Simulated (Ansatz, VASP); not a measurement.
## GaSb: VASP beside Ansatz

Contents of INCAR:

```
PREC = Accurate
ENCUT = 520
EDIFF = 1E-6
ISMEAR = -1
SIGMA = 0.05
LREAL = False
LASPH = True
NELM = 80
ALGO = Normal
ISIF = 2
LWAVE = False
LCHARG = True
GGA = PE
LELF = True
LVHAR = True
NBANDS = 16
```

Contents of KPOINTS:

```
Automatic mesh
0
Gamma
  10 10 10
```

The input POSCAR:

```
GaSb
1.0
   -1.5348727331      2.6388498790      2.8542093822
    1.5348727331     -2.6388498790      2.8542093822
    1.5348727331      2.6388498790     -2.8542093822
Sb Ga
1 1
Direct
    0.5000000000      0.5000000000      0.0000000000
    0.0000000000      0.0000000000      0.0000000000
```

Contents of input.yaml:

```yaml
crystal:
  lattice:
    - [-1.5348727331, 2.638849879, 2.8542093822]
    - [1.5348727331, -2.638849879, 2.8542093822]
    - [1.5348727331, 2.638849879, -2.8542093822]
  atoms:
    - { symbol: Sb, position: [0.5, 0.5, 0.0] }
    - { symbol: Ga, position: [0.0, 0.0, 0.0] }
kpoints:
  mp_grid: { grid: [10, 10, 10] }
scf:
  occupations: { method: fermi_dirac, width: 0.05 }
hamiltonian:
  xc: pbe
  pseudopotentials: { kind: all_electron, lapw: { basis_error: 0.0005 } }
output:
  forces: true
  stress: true
  eigenvalues: true
```

Change from the starting cell: volume scaled by 0.96.

Alike in both runs: task single point; functional PBE; k mesh 10 × 10 × 10; occupations fermi-dirac, width 0.05 eV; no spin polarisation.

```csv
,VASP,Ansatz
version,VASP 6.6.1,Ansatz 0.2.0
potentials or method,"VASP PAW PBE potentials, release 64 (Sb, Ga_d), cutoff 520 eV","all-electron LAPW, scalar-relativistic"
```

VASP gave:

| Quantity | Value |
| --- | --- |
| gap on the k mesh at the Fermi level (eV) | none |
| pressure (GPa) | 2.3 |
| traceless stress, the component that is largest in VASP (GPa) | 1.16 |

Problem. What did Ansatz give for the same quantities?

Solution. gap on the k mesh at the Fermi level (eV): none; pressure (GPa): 2.3; traceless stress, the component that is largest in VASP (GPa): 1.18.

A gap of «none» marks a metal or a gap that the smearing closes. Ansatz ran all-electron here, and VASP with PAW potentials.

Spin-orbit coupling is off throughout.
